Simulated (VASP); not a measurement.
# Cs2InI2Br4 (I4/mmm) in VASP: a series of runs

The runs below take Cs2InI2Br4 through single point, with r2SCAN, r2SCAN+D4.

All numbers are computed with VASP 6.6.1; they aren't measurements. Logs are shortened: lines on timing, memory, paths and dates and some standing lists are left out, and cuts for length are marked.

**1. The cell of the first run**

It takes space group I4/mmm (No. 139, tetragonal). The conventional cell has a = 8.494 Å, b = 8.494 Å, c = 9.090 Å, α = 90.00°, β = 90.00°, γ = 90.00°. In (site symmetry 4/mmm) has 4 Br at 2.45 Å and 2 I at 3.16 Å within 3.2 Å. I (site symmetry 4mm) has 1 I at 2.76 Å and 1 In at 3.16 Å within 3.6 Å. Within 5.0 Å of Cs (site symmetry -4m2) lie 8 Br at 3.81 Å and 4 I at 4.34 Å and 2 Cs at 4.55 Å and 4 In at 4.82 Å. Br (site symmetry m2m) has 1 In at 2.45 Å within 3.2 Å.

**2. Single point, r2SCAN**

Contents of POSCAR:

```
Cs2InI2Br4
1.0
   -4.2470390000      4.2470390000      4.5450460000
    4.2470390000     -4.2470390000      4.5450460000
    4.2470390000      4.2470390000     -4.5450460000
In I Cs Br
1 2 2 4
Direct
    0.0000000000      0.0000000000      0.0000000000
    0.3481500000      0.3481500000      0.0000000000
    0.6518500000      0.6518500000      0.0000000000
    0.7500000000      0.2500000000      0.5000000000
    0.2500000000      0.7500000000      0.5000000000
    0.2035600000      0.2035600000      0.4071200000
    0.2035600000      0.7964400000      0.0000000000
    0.7964400000      0.7964400000      0.5928800000
    0.7964400000      0.2035600000      0.0000000000
```

Contents of INCAR.step1:

```
SYSTEM = Cs2InI2Br4
PREC     = Accurate       ! precision mode
ENCUT    = 550            ! plane-wave cutoff, eV
ISMEAR   = 1              ! smearing method
SIGMA    = 0.06           ! smearing width, eV
LREAL    = .FALSE.        ! projectors in reciprocal space
LASPH    = .TRUE.         ! aspherical terms in the spheres
NELM     = 120            ! most SCF steps
NBANDS   = 46             ! bands
GGA      = PE             ! functional
ALGO     = Normal         ! electronic algorithm
EDIFF    = 1E-5           ! SCF threshold, eV
LWAVE    = .TRUE.         ! write WAVECAR
LCHARG   = .FALSE.        ! write CHGCAR
GGA_COMPAT= .FALSE.
```

Contents of INCAR.step2:

```
SYSTEM = Cs2InI2Br4
PREC     = Accurate       ! precision mode
ENCUT    = 550            ! plane-wave cutoff, eV
EDIFF    = 1E-6           ! SCF threshold, eV
ISMEAR   = 1              ! smearing method
SIGMA    = 0.06           ! smearing width, eV
LREAL    = .FALSE.        ! projectors in reciprocal space
LASPH    = .TRUE.         ! aspherical terms in the spheres
NELM     = 120            ! most SCF steps
ALGO     = Normal         ! electronic algorithm
ISIF     = 2              ! what is computed and relaxed
LWAVE    = .FALSE.        ! write WAVECAR
LCHARG   = .TRUE.         ! write CHGCAR
METAGGA  = R2SCAN         ! meta-GGA
LMIXTAU  = .TRUE.       
LELF     = .TRUE.         ! ELF
LVHAR    = .TRUE.       
NBANDS   = 46             ! bands
ISTART   = 1            
GGA_COMPAT= .FALSE.
```

Contents of KPOINTS:

```
Automatic mesh
0
G
  3 3 3
  0 0 0
```

Potentials or basis: VASP PAW PBE potentials, release 64 (In_d, I, Cs_sv, Br).

The run is started by

```console
$ cat potpaw_PBE.64/In_d/POTCAR potpaw_PBE.64/I/POTCAR potpaw_PBE.64/Cs_sv/POTCAR potpaw_PBE.64/Br/POTCAR > POTCAR
$ cp INCAR.step1 INCAR
$ mpirun -np 1 vasp_std > vasp.out
$ cp INCAR.step2 INCAR
$ mpirun -np 1 vasp_std > vasp.out
```

OUTCAR:

```text
SYSTEM = Cs2InI2Br4
   PREC = Accurate
   ENCUT = 550
   EDIFF = 1E-6
   ISMEAR = 1
   LREAL = .FALSE.
   LASPH = .TRUE.
   NELM = 120
   ISIF = 2
   METAGGA = R2SCAN
   ISTART = 1

 ion  position               nearest neighbor table
   1  0.000  0.000  0.000-   6 2.45   8 2.45   7 2.45   9 2.45   2 3.16   3 3.16
   2  0.348  0.348  0.000-   3 2.76   1 3.16
   3  0.652  0.652  0.000-   2 2.76   1 3.16
   4  0.750  0.250  0.500-
   5  0.250  0.750  0.500-
   6  0.204  0.204  0.407-   1 2.45
   7  0.204  0.796  0.000-   1 2.45
   8  0.796  0.796  0.593-   1 2.45
   9  0.796  0.204  0.000-   1 2.45

  LATTYP: Found a body centered tetragonal cell.
 ALAT       =     8.4940780000
 C/A-ratio  =     1.0701681807

  Lattice vectors:

 A1 = (  -4.2470390000,   4.2470390000,   4.5450460000)
 A2 = (   4.2470390000,  -4.2470390000,   4.5450460000)
 A3 = (   4.2470390000,   4.2470390000,  -4.5450460000)

Analysis of symmetry for initial positions (statically):
=====================================================================
 Subroutine PRICEL returns:
 Original cell was already a primitive cell.

 Routine SETGRP: Setting up the symmetry group for a
 body centered tetragonal supercell.

 Subroutine GETGRP returns: Found 16 space group operations
 (whereof 16 operations were pure point group operations)
 out of a pool of 16 trial point group operations.

The static configuration has the point symmetry D_4h.

Analysis of symmetry for dynamics (positions and initial velocities):
=====================================================================
 Subroutine PRICEL returns:
 Original cell was already a primitive cell.

 Routine SETGRP: Setting up the symmetry group for a
 body centered tetragonal supercell.

 Subroutine GETGRP returns: Found 16 space group operations
 (whereof 16 operations were pure point group operations)
 out of a pool of 16 trial point group operations.

The dynamic configuration has the point symmetry D_4h.

 Subroutine INISYM returns: Found 16 space group operations
 (whereof 16 operations are pure point group operations),
 and found     1 'primitive' translations

----------------------------------------------------------------------------------------

                                     Primitive cell

  volume of cell :     327.9222

  direct lattice vectors                    reciprocal lattice vectors
    -4.247039000  4.247039000  4.545046000     0.000000000  0.117729081  0.110009888
     4.247039000 -4.247039000  4.545046000     0.117729081  0.000000000  0.110009888
     4.247039000  4.247039000 -4.545046000     0.117729081  0.117729081  0.000000000

  length of vectors
     7.532073000  7.532073000  7.532073000     0.161128247  0.161128247  0.166494064

  position of ions in fractional coordinates (direct lattice)
     0.000000000  0.000000000  0.000000000
     0.348150000  0.348150000  0.000000000
     0.651850000  0.651850000  0.000000000
     0.750000000  0.250000000  0.500000000
     0.250000000  0.750000000  0.500000000
     0.203560000  0.203560000  0.407120000
     0.203560000  0.796440000  0.000000000
     0.796440000  0.796440000  0.592880000
     0.796440000  0.203560000  0.000000000

  ion indices of the primitive-cell ions
   primitive index   ion index
                 1           1
                 2           2
                 3           3
                 4           4
                 5           5
                 6           6
                 7           7
                 8           8
                 9           9

----------------------------------------------------------------------------------------

 KPOINTS: Automatic mesh

Automatic generation of k-mesh.
 Grid dimensions read from file:
 generate k-points for:    3    3    3

 Generating k-lattice:

  Cartesian coordinates                     Fractional coordinates (reciprocal lattice)
     0.000000000  0.039243027  0.036669963     0.333333333  0.000000000 -0.000000000
     0.039243027  0.000000000  0.036669963     0.000000000  0.333333333 -0.000000000
     0.039243027  0.039243027  0.000000000     0.000000000  0.000000000  0.333333333

  Length of vectors
     0.053709416  0.053709416  0.055498021

  Shift w.r.t. Gamma in fractional coordinates (k-lattice)
     0.000000000  0.000000000  0.000000000

 Subroutine IBZKPT returns following result:
 ===========================================

 Found      6 irreducible k-points:

 Following reciprocal coordinates:
            Coordinates               Weight
  0.000000  0.000000  0.000000      1.000000
  0.333333  0.000000  0.000000      8.000000
  0.333333  0.333333  0.000000      8.000000
 -0.333333  0.333333  0.000000      4.000000
 -0.333333  0.333333  0.333333      4.000000
 -0.333333 -0.333333  0.333333      2.000000
   k-points           NKPTS =      6   k-points in BZ     NKDIM =      6   number of bands    NBANDS=     46
   number of dos      NEDOS =    301   number of ions     NIONS =      9
   total plane-waves  NPLWV = 216000
   dimension x,y,z NGX =    60 NGY =   60 NGZ =   60
   dimension x,y,z NGXF=   120 NGYF=  120 NGZF=  120
   ions per type =               1   2   2   4
   NGX,Y,Z   is equivalent  to a cutoff of  13.24, 13.24, 13.24 a.u.
   NGXF,Y,Z  is equivalent  to a cutoff of  26.49, 26.49, 26.49 a.u.
 SYSTEM =  Cs2InI2Br4
   PREC   = accura    normal or accurate (medium, high low for compatibility)
   ISTART =      1    job   : 0-new  1-cont  2-samecut
   ICHARG =      0    charge: 1-file 2-atom 10-const
   ISPIN  =      1    spin polarized calculation?
   LNONCOLLINEAR =      F non collinear calculations
   LSORBIT =      F    spin-orbit coupling
   LASPH  =      T    aspherical Exc in radial PAW
   ENCUT  =  550.0 eV  40.42 Ry    6.36 a.u.  14.40 14.40 14.40*2*pi/ulx,y,z
   NELM   =    120;   NELMIN=  2; NELMDL=  0     # of ELM steps
   EDIFF  = 0.1E-05   stopping-criterion for ELM
   LREAL  =      F    real-space projection
   EDIFFG = 0.1E-04   stopping-criterion for IOM
   NSW    =      0    number of steps for IOM
   IBRION =     -1    ionic relax: 0-MD 1-quasi-New 2-CG
   NFREE  =      0    steps in history (QN), initial steepest desc. (CG)
   ISIF   =      2    stress and relaxation
   ISYM   =      2    0-nonsym 1-usesym 2-fastsym
   POTIM  = 0.5000    time-step for ionic-motion
   TEBEG  =    0.0;   TEEND  =   0.0 temperature during run
   PSTRESS=    0.0 pullay stress
   NELECT =      73.0000    total number of electrons
   NUPDOWN=      -1.0000    fix difference up-down
   EMIN   =  10.00;   EMAX   =-10.00  energy-range for DOS
   EFERMI =   0.00;   METHOD = LEGACY
   ISMEAR =     1;   SIGMA  =   0.06  broadening in eV -4-tet -1-fermi 0-gaus
   EFERMI_NEDOS =   21; number of points for ismear=-14 and -15
   IALGO  =     38    algorithm
   IMIX   =      4    mixing-type and parameters
     AMIX     =   0.40;   BMIX     =  1.00
     AMIX_MAG =   1.60;   BMIX_MAG =  1.00
  volume/ion in A,a.u.               =      36.44       245.88
  Fermi-wavevector in a.u.,A,eV,Ry     =   0.992184  1.874956 13.393969  0.984429
  Thomas-Fermi vector in A             =   2.123978
   LORBIT       =      0    0 simple, 1 ext, 2 COOP (PROOUT), +10 PAW based schemes
   METAGGA = R2SCAN    functional components
   LHFCALC =     F    Hartree Fock is set to
   AEXX    =    0.0000 exact exchange contribution
   IVDW    =     0    specifies the selected vdW correction
   LEPSILON=     F    determine dielectric tensor
   LRPA    =     F    only Hartree local field effects (RPA)
 non-spin polarized calculation
 Methfessel and Paxton  Order N= 1 SIGMA  =   0.06
  energy-cutoff  :      550.00
  volume of cell :      327.92
 maximum number of plane-waves:      9645
 NGX is ok and might be reduce to    60
   NGX = 29   NGY = 29   NGZ = 29

 number of electron      72.9999991 magnetization

 Free energy of the ion-electron system (eV)
  ---------------------------------------------------
  ext. energy  EPLUGINS =         0.00000000
  ---------------------------------------------------
  free energy    TOTEN  =      -184.88359100 eV

  energy without entropy =     -184.88205776  energy(sigma->0) =     -184.88307992

 E-fermi :   2.3146     XC(G=0):  -8.6215

 val. band max:        2.2624253420   @ k =   0.0000   0.0000   0.0000
 cond. band min:       2.3263274204   @ k =   0.3333   0.3333   0.0000
 fundamental gap:      0.0639020784
 Fermi energy:         2.3145667729

 k-point     1 :       0.0000    0.0000    0.0000
  band No.  band energies     occupation
      1     -19.8160      2.00000
      2     -19.7865      2.00000
      3     -14.4091      2.00000
      4     -14.2860      2.00000
      5     -13.2961      2.00000
      6     -13.2961      2.00000
[... 38 lines left out ...]
     45       7.2295      0.00000
     46       7.6388      0.00000

 k-point     2 :       0.3333    0.0000    0.0000
  band No.  band energies     occupation
      1     -19.8081      2.00000
      2     -19.7934      2.00000
      3     -14.4076      2.00000
      4     -14.2841      2.00000
      5     -13.3198      2.00000
      6     -13.3042      2.00000
[... 38 lines left out ...]
     45       7.8796      0.00000
     46       8.0211      0.00000

 k-point     3 :       0.3333    0.3333    0.0000
  band No.  band energies     occupation
      1     -19.8067      2.00000
      2     -19.7943      2.00000
      3     -14.4086      2.00000
      4     -14.2835      2.00000
      5     -13.3149      2.00000
      6     -13.3142      2.00000
[... 38 lines left out ...]
     45       8.1415      0.00000
     46       8.3612      0.00000

 k-point     4 :      -0.3333    0.3333    0.0000
  band No.  band energies     occupation
      1     -19.8143      2.00000
      2     -19.7871      2.00000
      3     -14.4103      2.00000
      4     -14.2833      2.00000
      5     -13.3152      2.00000
      6     -13.3005      2.00000
[... 38 lines left out ...]
     45       8.0873      0.00000
     46       8.3744      0.00000

 k-point     5 :      -0.3333    0.3333    0.3333
  band No.  band energies     occupation
      1     -19.8127      2.00000
      2     -19.7878      2.00000
      3     -14.4047      2.00000
      4     -14.2843      2.00000
      5     -13.3337      2.00000
      6     -13.3178      2.00000
[... 38 lines left out ...]
     45       8.1354      0.00000
     46       8.5214      0.00000

 k-point     6 :      -0.3333   -0.3333    0.3333
  band No.  band energies     occupation
      1     -19.8054      2.00000
      2     -19.7952      2.00000
      3     -14.4031      2.00000
      4     -14.2864      2.00000
      5     -13.3233      2.00000
      6     -13.3233      2.00000
[... 38 lines left out ...]
     45       8.3294      0.00000
     46       8.4652      0.00000

------------------------ aborting loop because EDIFF is reached ----------------------------------------

  FORCE on cell =-STRESS in cart. coord.  units (eV):
  Direction    XX          YY          ZZ          XY          YZ          ZX
  --------------------------------------------------------------------------------------
  -------------------------------------------------------------------------------------
  Total       11.4644714     11.4644714      7.5648595      0.0000000      0.0000000      0.0000000
  in kB       56.0136462     56.0136462     36.9607416      0.0000000      0.0000000      0.0000000
  external PRESSURE =      49.6626780 kB  Pullay stress =       0.0000000 kB

 VOLUME and BASIS-vectors are now :
 -----------------------------------------------------------------------------
  energy-cutoff  :      550.00
  volume of cell :      327.92
      direct lattice vectors                 reciprocal lattice vectors
    -4.247039000  4.247039000  4.545046000     0.000000000  0.117729081  0.110009888
     4.247039000 -4.247039000  4.545046000     0.117729081  0.000000000  0.110009888
     4.247039000  4.247039000 -4.545046000     0.117729081  0.117729081  0.000000000

 POSITION                                       TOTAL-FORCE (eV/Angst)
 -----------------------------------------------------------------------------------
      0.00000      0.00000      0.00000        -0.000000     -0.000000      0.000000
      0.00000      0.00000      3.16472        -0.000000     -0.000000     -2.153869
      0.00000      0.00000      5.92538         0.000000      0.000000      2.153869
      0.00000      4.24704      2.27252         0.000000     -0.000000      0.000000
      4.24704      0.00000      2.27252         0.000000     -0.000000      0.000000
      1.72905      1.72905      0.00000         1.478731      1.478731      0.000000
      2.51798     -2.51798      4.54505        -1.478731      1.478731      0.000000
      2.51798      2.51798      4.54505        -1.478731     -1.478731      0.000000
     -2.51798      2.51798      4.54505         1.478731     -1.478731      0.000000
 -----------------------------------------------------------------------------------
    total drift:                               -0.000000     -0.000000     -0.000000

  FREE ENERGIE OF THE ION-ELECTRON SYSTEM (eV)
  ---------------------------------------------------
  free  energy   TOTEN  =      -184.8835909977 eV

  energy  without entropy=     -184.8820577583  energy(sigma->0) =     -184.88307992
```

It took 6.2 min on 1 thread of AMD EPYC 9R45 (Zen 5), shared host; peak memory 0.58 GiB.

Results:

```yaml
Free_energy: -184.8836 eV
Pressure: 5.0 GPa
Largest_force: 2.154 eV/Å
Band_gap_on_the_k_mesh: zero (an odd number of electrons rules out a gap without spin polarisation)
```

Forces on the atoms (eV/Å):
```
In   0.000  0.000  0.000
I    0.000  0.000 -2.154
I    0.000  0.000  2.154
Cs   0.000  0.000  0.000
Cs   0.000  0.000  0.000
Br   1.479  1.479  0.000
Br  -1.479  1.479  0.000
Br  -1.479 -1.479  0.000
Br   1.479 -1.479  0.000
```

Caveat: the cell stands under pressure; the PAW data sets were made with another functional, which shifts forces and pressure a little; spin-orbit coupling is left out, which moves the levels of the heavy elements; an odd number of electrons without spin polarisation forces a metal; a magnetic or distorted state may lie lower.

(Continued in part 2 of 2.)

The gap in the log of VASP goes by the Fermi energy; the results here count the filled bands.